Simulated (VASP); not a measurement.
# Gd (Fm-3m) in VASP: a series of runs

The runs below take Gd through single point, relaxation of cell and atoms, with PBEsol.

Everything below comes from runs of VASP 6.6.1. Logs are shortened: lines on timing, memory, paths and dates and some standing lists are left out, and cuts for length are marked.

**1. The cell of the first run**

The structure is cubic, space group Fm-3m (No. 225). Conventional cell: a = 4.959 Å, b = 4.959 Å, c = 4.959 Å, α = 90.00°, β = 90.00°, γ = 90.00°. Within 4.6 Å of Gd (site symmetry m-3m) lie 12 Gd at 3.51 Å.

This isn't the form of Gd at room conditions, which is hcp.

**2. Single point, PBEsol, collinear spin, ferromagnetic start**

The input, INCAR:

```
SYSTEM = Gd
  ALGO = Normal
  EDIFF = 1E-6
  ENCUT = 600
  GGA = PS
  GGA_COMPAT = .FALSE.
  ISIF = 2
  ISMEAR = -1
  ISPIN = 2
  LASPH = .TRUE.
  LCHARG = .FALSE.
  LMAXMIX = 6
  LORBIT = 11
  LREAL = .FALSE.
  LWAVE = .FALSE.
  MAGMOM = 7
  NBANDS = 19
  NELM = 200
  PREC = Accurate
  SIGMA = 0.05
```

The input, KPOINTS:

```
k-points
0
G
  16 16 16
  0 0 0
```

The input, POSCAR:

```
Gd
1.0
    0.0000000000      2.4795016992      2.4795016992
    2.4795016992      0.0000000000      2.4795016992
    2.4795016992      2.4795016992      0.0000000000
Gd
1
Direct
    0.0000000000      0.0000000000      0.0000000000
```

Potentials or basis: VASP PAW PBE potentials, release 64 (Gd).

On the command line:

```bash
> cat potpaw_PBE.64/Gd/POTCAR > POTCAR
> mpirun -np 1 vasp_std > vasp.out
```

OUTCAR:

```text
SYSTEM = Gd
   EDIFF = 1E-6
   ENCUT = 600
   GGA = PS
   ISIF = 2
   ISMEAR = -1
   ISPIN = 2
   LASPH = .TRUE.
   LORBIT = 11
   LREAL = .FALSE.
   NELM = 200
   PREC = Accurate

 ion  position               nearest neighbor table
   1  0.000  0.000  0.000-

  LATTYP: Found a face centered cubic cell.
 ALAT       =     4.9590033984

  Lattice vectors:

 A1 = (   0.0000000000,   2.4795016992,   2.4795016992)
 A2 = (   2.4795016992,   0.0000000000,   2.4795016992)
 A3 = (   2.4795016992,   2.4795016992,   0.0000000000)

Analysis of symmetry for initial positions (statically):
=====================================================================
 Subroutine PRICEL returns:
 Original cell was already a primitive cell.

 Routine SETGRP: Setting up the symmetry group for a
 face centered cubic supercell.

 Subroutine GETGRP returns: Found 48 space group operations
 (whereof 48 operations were pure point group operations)
 out of a pool of 48 trial point group operations.

The static configuration has the point symmetry O_h .

Analysis of symmetry for dynamics (positions and initial velocities):
=====================================================================
 Subroutine PRICEL returns:
 Original cell was already a primitive cell.

 Routine SETGRP: Setting up the symmetry group for a
 face centered cubic supercell.

 Subroutine GETGRP returns: Found 48 space group operations
 (whereof 48 operations were pure point group operations)
 out of a pool of 48 trial point group operations.

The dynamic configuration has the point symmetry O_h .

Analysis of structural, dynamic, and magnetic symmetry:
=====================================================================
 Subroutine PRICEL returns:
 Original cell was already a primitive cell.

 Routine SETGRP: Setting up the symmetry group for a
 face centered cubic supercell.

 Subroutine GETGRP returns: Found 48 space group operations
 (whereof 48 operations were pure point group operations)
 out of a pool of 48 trial point group operations.

The overall configuration has the point symmetry O_h .

 Subroutine INISYM returns: Found 48 space group operations
 (whereof 48 operations are pure point group operations),
 and found     1 'primitive' translations

----------------------------------------------------------------------------------------

                                     Primitive cell

  volume of cell :      30.4876

  direct lattice vectors                    reciprocal lattice vectors
     0.000000000  2.479501699  2.479501699    -0.201653421  0.201653421  0.201653421
     2.479501699  0.000000000  2.479501699     0.201653421 -0.201653421  0.201653421
     2.479501699  2.479501699  0.000000000     0.201653421  0.201653421 -0.201653421

  length of vectors
     3.506544931  3.506544931  3.506544931     0.349273971  0.349273971  0.349273971

  position of ions in fractional coordinates (direct lattice)
     0.000000000  0.000000000  0.000000000

  ion indices of the primitive-cell ions
   primitive index   ion index
                 1           1

----------------------------------------------------------------------------------------

 KPOINTS: k-points

Automatic generation of k-mesh.
 Grid dimensions read from file:
 generate k-points for:   16   16   16

 Generating k-lattice:

  Cartesian coordinates                     Fractional coordinates (reciprocal lattice)
    -0.012603339  0.012603339  0.012603339     0.062500000  0.000000000  0.000000000
     0.012603339 -0.012603339  0.012603339     0.000000000  0.062500000  0.000000000
     0.012603339  0.012603339 -0.012603339     0.000000000  0.000000000  0.062500000

  Length of vectors
     0.021829623  0.021829623  0.021829623

  Shift w.r.t. Gamma in fractional coordinates (k-lattice)
     0.000000000  0.000000000  0.000000000

 Subroutine IBZKPT returns following result:
 ===========================================

 Found    145 irreducible k-points:

 Following reciprocal coordinates:
            Coordinates               Weight
  0.000000  0.000000  0.000000      1.000000
  0.062500  0.000000  0.000000      8.000000
  0.125000  0.000000  0.000000      8.000000
  0.187500  0.000000  0.000000      8.000000
  0.250000  0.000000  0.000000      8.000000
  0.312500  0.000000  0.000000      8.000000
[... 16 lines left out ...]
 -0.125000  0.062500  0.000000     24.000000
 -0.062500  0.062500  0.000000     12.000000
 [... further k-points ...]
   k-points           NKPTS =    145   k-points in BZ     NKDIM =    145   number of bands    NBANDS=     19
   number of dos      NEDOS =    301   number of ions     NIONS =      1
   total plane-waves  NPLWV =  21952
   dimension x,y,z NGX =    28 NGY =   28 NGZ =   28
   dimension x,y,z NGXF=    56 NGYF=   56 NGZF=   56
   ions per type =               1
   NGX,Y,Z   is equivalent  to a cutoff of  13.27, 13.27, 13.27 a.u.
   NGXF,Y,Z  is equivalent  to a cutoff of  26.55, 26.55, 26.55 a.u.
 SYSTEM =  Gd
   PREC   = accura    normal or accurate (medium, high low for compatibility)
   ISTART =      0    job   : 0-new  1-cont  2-samecut
   ICHARG =      2    charge: 1-file 2-atom 10-const
   ISPIN  =      2    spin polarized calculation?
   LNONCOLLINEAR =      F non collinear calculations
   LSORBIT =      F    spin-orbit coupling
   LASPH  =      T    aspherical Exc in radial PAW
   ENCUT  =  600.0 eV  44.10 Ry    6.64 a.u.   7.00  7.00  7.00*2*pi/ulx,y,z
   NELM   =    200;   NELMIN=  2; NELMDL= -5     # of ELM steps
   EDIFF  = 0.1E-05   stopping-criterion for ELM
   LREAL  =      F    real-space projection
[... 7 lines left out ...]
   TEBEG  =    0.0;   TEEND  =   0.0 temperature during run
   PSTRESS=    0.0 pullay stress
   NELECT =      18.0000    total number of electrons
   NUPDOWN=      -1.0000    fix difference up-down
   EMIN   =  10.00;   EMAX   =-10.00  energy-range for DOS
   EFERMI =   0.00;   METHOD = LEGACY
   ISMEAR =    -1;   SIGMA  =   0.05  broadening in eV -4-tet -1-fermi 0-gaus
   EFERMI_NEDOS =   21; number of points for ismear=-14 and -15
   IALGO  =     38    algorithm
   IMIX   =      4    mixing-type and parameters
     AMIX     =   0.40;   BMIX     =  1.00
     AMIX_MAG =   1.60;   BMIX_MAG =  1.00
  volume/ion in A,a.u.               =      30.49       205.74
  Fermi-wavevector in a.u.,A,eV,Ry     =   1.373382  2.595315 25.663000  1.886177
  Thomas-Fermi vector in A             =   2.498904
   LORBIT       =     11    0 simple, 1 ext, 2 COOP (PROOUT), +10 PAW based schemes
   GGA     = PS    functional components
   LHFCALC =     F    Hartree Fock is set to
   AEXX    =    0.0000 exact exchange contribution
   IVDW    =     0    specifies the selected vdW correction
   LEPSILON=     F    determine dielectric tensor
   LRPA    =     F    only Hartree local field effects (RPA)
 spin polarized calculation
  energy-cutoff  :      600.00
  volume of cell :       30.49
 maximum number of plane-waves:      1036
   NGX = 13   NGY = 13   NGZ = 13

 number of electron      18.0000006 magnetization       7.3340767

 Free energy of the ion-electron system (eV)
  ---------------------------------------------------
  ext. energy  EPLUGINS =         0.00000000
  ---------------------------------------------------
  free energy    TOTEN  =       -12.01175433 eV

  energy without entropy =      -11.99346349  energy(sigma->0) =      -12.00260891

 E-fermi :   3.2741     XC(G=0): -10.4914

 val. band max:        3.2726952619   @ k =  -0.3750   0.3750   0.0625
 cond. band min:       3.2742939543   @ k =   0.5000   0.3125   0.1250
 fundamental gap:      0.0015986924
 Fermi energy:         3.2740676089

 spin component 1

 k-point     1 :       0.0000    0.0000    0.0000
  band No.  band energies     occupation
      1     -41.8158      1.00000
      2     -18.7592      1.00000
      3     -18.7592      1.00000
      4     -18.7592      1.00000
      5      -1.8868      1.00000
      6      -1.4243      1.00000
[... 11 lines left out ...]
     18      12.6909      0.00000
     19      16.2431      0.00000

 k-point     2 :       0.0625    0.0000    0.0000
  band No.  band energies     occupation
      1     -41.8124      1.00000
      2     -18.7968      1.00000
      3     -18.7638      1.00000
      4     -18.7638      1.00000
      5      -1.7695      1.00000
      6      -1.4209      1.00000
[... 11 lines left out ...]
     18      12.9432      0.00000
     19      15.6502      0.00000

 k-point     3 :       0.1250    0.0000    0.0000
  band No.  band energies     occupation
      1     -41.8028      1.00000
      2     -18.9022      1.00000
      3     -18.7769      1.00000
      4     -18.7769      1.00000
      5      -1.4360      1.00000
      6      -1.4099      1.00000
[... 11 lines left out ...]
     18      13.5619      0.00000
     19      14.7868      0.00000

 k-point     4 :       0.1875    0.0000    0.0000
  band No.  band energies     occupation
      1     -41.7884      1.00000
      2     -19.0561      1.00000
      3     -18.7963      1.00000
      4     -18.7963      1.00000
      5      -1.3988      1.00000
      6      -1.3517      1.00000
[... 407 lines left out ...]
     18      13.5059      0.00000
     19      15.3787      0.00000

 k-point    23 :      -0.1250    0.0625    0.0000
  band No.  band energies     occupation
      1     -41.7958      1.00000
      2     -18.9642      1.00000
      3     -18.8111      1.00000
      4     -18.7758      1.00000
      5      -1.4038      1.00000
      6      -1.3522      1.00000
[... 11 lines left out ...]
     18      13.9522      0.00000
     19      14.6413      0.00000

 k-point    24 :      -0.0625    0.0625    0.0000
  band No.  band energies     occupation
      1     -41.8069      1.00000
      2     -18.8492      1.00000
      3     -18.7850      1.00000
      4     -18.7652      1.00000
      5      -1.5792      1.00000
      6      -1.4152      1.00000
[... 11 lines left out ...]
     18      13.3370      0.00000
     19      15.2005      0.00000

 [... further k-points ...]

 spin component 2

 k-point     1 :       0.0000    0.0000    0.0000
  band No.  band energies     occupation
      1     -38.6686      1.00000
      2     -16.4080      1.00000
      3     -16.4080      1.00000
      4     -16.4080      1.00000
      5      -1.1686      1.00000
      6       3.6069      0.00128
[... 11 lines left out ...]
     18      13.6177      0.00000
     19      16.9790      0.00000

 k-point     2 :       0.0625    0.0000    0.0000
  band No.  band energies     occupation
      1     -38.6644      1.00000
      2     -16.4547      1.00000
      3     -16.4134      1.00000
      4     -16.4134      1.00000
      5      -1.0440      1.00000
      6       3.5951      0.00162
[... 11 lines left out ...]
     18      13.8663      0.00000
     19      16.3408      0.00000

 k-point     3 :       0.1250    0.0000    0.0000
  band No.  band energies     occupation
      1     -38.6523      1.00000
      2     -16.5856      1.00000
      3     -16.4290      1.00000
      4     -16.4290      1.00000
      5      -0.6886      1.00000
      6       3.5634      0.00306
[... 11 lines left out ...]
     18      14.4530      0.00000
     19      15.5095      0.00000

 k-point     4 :       0.1875    0.0000    0.0000
  band No.  band energies     occupation
      1     -38.6341      1.00000
      2     -16.7753      1.00000
      3     -16.4522      1.00000
      4     -16.4522      1.00000
      5      -0.1597      1.00000
      6       3.5277      0.00622
[... 407 lines left out ...]
     18      14.2599      0.00000
     19      16.3368      0.00000

 k-point    23 :      -0.1250    0.0625    0.0000
  band No.  band energies     occupation
      1     -38.6434      1.00000
      2     -16.6622      1.00000
      3     -16.4710      1.00000
      4     -16.4273      1.00000
      5      -0.4256      1.00000
      6       3.5389      0.00498
[... 11 lines left out ...]
     18      14.7906      0.00000
     19      15.4318      0.00000

 k-point    24 :      -0.0625    0.0625    0.0000
  band No.  band energies     occupation
      1     -38.6576      1.00000
      2     -16.5200      1.00000
      3     -16.4393      1.00000
      4     -16.4148      1.00000
      5      -0.8420      1.00000
      6       3.5757      0.00239
[... 11 lines left out ...]
     18      14.2550      0.00000
     19      15.8885      0.00000

 [... further k-points ...]

------------------------ aborting loop because EDIFF is reached ----------------------------------------

  FORCE on cell =-STRESS in cart. coord.  units (eV):
  Direction    XX          YY          ZZ          XY          YZ          ZX
  --------------------------------------------------------------------------------------
  -------------------------------------------------------------------------------------
  Total       -0.0110468     -0.0110468     -0.0110468      0.0000000     -0.0000000      0.0000000
  in kB       -0.5805287     -0.5805287     -0.5805287      0.0000000     -0.0000000      0.0000000
  external PRESSURE =      -0.5805287 kB  Pullay stress =       0.0000000 kB

 VOLUME and BASIS-vectors are now :
 -----------------------------------------------------------------------------
  energy-cutoff  :      600.00
  volume of cell :       30.49
      direct lattice vectors                 reciprocal lattice vectors
     0.000000000  2.479501699  2.479501699    -0.201653421  0.201653421  0.201653421
     2.479501699  0.000000000  2.479501699     0.201653421 -0.201653421  0.201653421
     2.479501699  2.479501699  0.000000000     0.201653421  0.201653421 -0.201653421

 POSITION                                       TOTAL-FORCE (eV/Angst)
 -----------------------------------------------------------------------------------
      0.00000      0.00000      0.00000         0.000000      0.000000      0.000000
 -----------------------------------------------------------------------------------
    total drift:                               -0.000000     -0.000000     -0.000000

  FREE ENERGIE OF THE ION-ELECTRON SYSTEM (eV)
  ---------------------------------------------------
  free  energy   TOTEN  =       -12.0117543341 eV

  energy  without entropy=      -11.9934634873  energy(sigma->0) =      -12.00260891

 total charge

# of ion       s       p       d       f       tot
--------------------------------------------------
    1        2.077   5.535   0.625   6.988  15.226

 magnetization (x)

# of ion       s       p       d       f       tot
--------------------------------------------------
    1        0.003  -0.051   0.148   6.800   6.900
```

Run time: 2.6 min. Hardware: 1 thread of Intel Xeon 6975P-C (Granite Rapids), shared host; peak memory 0.31 GiB.

What came out:

```yaml
Free_energy: -12.0118 eV
Pressure: -0.1 GPa
Net_moment: 7.33 μB per cell
Site_moments: Gd +6.90 μB
Valence_electrons_inside_the_program's_atomic_spheres: Gd 15.23
```

Levels at points of the mesh, in eV from the Fermi level:
Spin up:
| k point | band 9 | band 10 | band 11 | band 12 | band 13 | band 14 | band 15 | band 16 | band 17 | band 18 |
| --- | --- | --- | --- | --- | --- | --- | --- | --- | --- | --- |
| (0.00, 0.00, 0.00) | -4.62 | -4.49 | -4.49 | -4.49 | 1.42 | 1.42 | 1.42 | 3.89 | 3.89 | 9.42 |
| (0.50, 0.00, 0.00) | -4.51 | -4.51 | -4.48 | -2.58 | 1.23 | 1.23 | 1.23 | 5.78 | 5.78 | 8.77 |
| (0.50, 0.50, 0.00) | -4.53 | -4.53 | -4.51 | -2.45 | -1.62 | 2.89 | 5.80 | 6.34 | 6.34 | 8.78 |
Spin down:
```tsv
k point	band 2	band 3	band 4	band 5	band 6	band 7	band 8	band 9
(0.00, 0.00, 0.00)	-19.68	-19.68	-19.68	-4.44	0.33	0.57	0.57	0.57
(0.50, 0.00, 0.00)	-20.79	-19.82	-19.82	-1.81	0.37	0.59	0.59	0.64
(0.50, 0.50, 0.00)	-20.71	-20.07	-20.07	-1.80	-0.82	0.62	0.63	0.63
```

Caveat: the PAW data sets were made with another functional, which shifts forces and pressure a little; spin-orbit coupling is left out, which moves the levels of the heavy elements; semilocal functionals describe open f shells poorly, which spoils levels, moments and volumes.

**3. Relaxation of cell and atoms, PBEsol, collinear spin, ferromagnetic start**

This run uses another cell than the first one, of 33.16 Å³/atom.

The input, INCAR:

```
ALGO     = Normal         # electronic algorithm
EDIFF    = 1E-7           # SCF threshold, eV
EDIFFG   = -0.02          # ionic threshold
ENCUT    = 600            # plane-wave cutoff, eV
GGA      = PS             # functional
GGA_COMPAT= F            
IBRION   = 2              # ionic algorithm
ISIF     = 3              # what is computed and relaxed
ISMEAR   = -1             # smearing method
ISPIN    = 2              # spin polarisation
LASPH    = T              # aspherical terms in the spheres
LCHARG   = F              # write CHGCAR
LMAXMIX  = 6              # l up to which the mixer works
LORBIT   = 11             # projections on sites
LREAL    = F              # projectors in reciprocal space
LWAVE    = F              # write WAVECAR
MAGMOM   = 7              # initial moments
NELM     = 200            # most SCF steps
NELMIN   = 4            
NSW      = 80             # ionic steps
PREC     = Accurate       # precision mode
SIGMA    = 0.05           # smearing width, eV
```

The input, KPOINTS:

```
k-points
0
Gamma
  16 16 16
```

The input, POSCAR:

```
Gd
1.0
    0.0000000000      2.5500000000      2.5500000000
    2.5500000000      0.0000000000      2.5500000000
    2.5500000000      2.5500000000      0.0000000000
Gd
1
Direct
    0.0000000000      0.0000000000      0.0000000000
```

Potentials or basis: VASP PAW PBE potentials, release 64 (Gd).

On the command line:

```bash
> cat potpaw_PBE.64/Gd/POTCAR > POTCAR
> mpirun -np 1 vasp_std > vasp.out
```

Run time: 8.9 min. Hardware: 1 thread of Intel Xeon 6975P-C (Granite Rapids), shared host; peak memory 0.35 GiB.

It converged, with:

```
Free energy                                           : -12.0130 eV
Relaxed volume                                        : 30.54 Å³/atom
Relaxed cell                                          : a = 3.509 Å, b = 3.509 Å, c = 3.509 Å, α = 60.00°, β = 60.00°, γ = 60.00°
Space group after relaxing (to 0.1 Å)                 : Fm-3m (No. 225)
Energy gained by relaxing                             : 22.2 meV/atom
Ionic steps                                           : 3
Pressure after relaxing                               : -0.1 GPa
Net moment                                            : 7.34 μB per cell
Site moments                                          : Gd +6.90 μB
Valence electrons inside the program's atomic spheres : Gd 15.22
```

The path:
```csv
step,energy change (eV),largest force (eV/Å),pressure (GPa),volume (Å³)
1,0.0000,0.0000,-2.40,33.16
2,-0.0218,0.0000,-0.37,30.83
3,-0.0222,0.0000,-0.07,30.54
```

Final structure:
```
CELL_PARAMETERS angstrom
0.00000 2.48098 2.48098
2.48098 0.00000 2.48098
2.48098 2.48098 0.00000
ATOMIC_POSITIONS crystal
Gd 0.00000 0.00000 0.00000
```

Levels at points of the mesh, in eV from the Fermi level:
Spin up:
| k point | band 10 | band 11 | band 12 | band 13 | band 14 | band 15 | band 16 | band 17 |
| --- | --- | --- | --- | --- | --- | --- | --- | --- |
| (0.00, 0.00, 0.00) | -4.49 | -4.49 | -4.49 | 1.42 | 1.42 | 1.42 | 3.88 | 3.88 |
| (0.50, 0.00, 0.00) | -4.52 | -4.49 | -2.58 | 1.23 | 1.23 | 1.23 | 5.76 | 5.76 |
| (0.50, 0.50, 0.00) | -4.54 | -4.52 | -2.45 | -1.62 | 2.88 | 5.79 | 6.33 | 6.33 |
Spin down:
```csv
k point,band 2,band 3,band 4,band 5,band 6,band 7,band 8,band 9
"(0.00, 0.00, 0.00)",-19.69,-19.69,-19.69,-4.44,0.33,0.57,0.57,0.57
"(0.50, 0.00, 0.00)",-20.79,-19.83,-19.83,-1.80,0.36,0.59,0.59,0.64
"(0.50, 0.50, 0.00)",-20.71,-20.08,-20.08,-1.79,-0.82,0.62,0.62,0.62
```

Caveat: the PAW data sets were made with another functional, which shifts forces and pressure a little; spin-orbit coupling is left out, which moves the levels of the heavy elements; semilocal functionals describe open f shells poorly, which spoils levels, moments and volumes. The state reached can hang on the start; a lower one may exist.
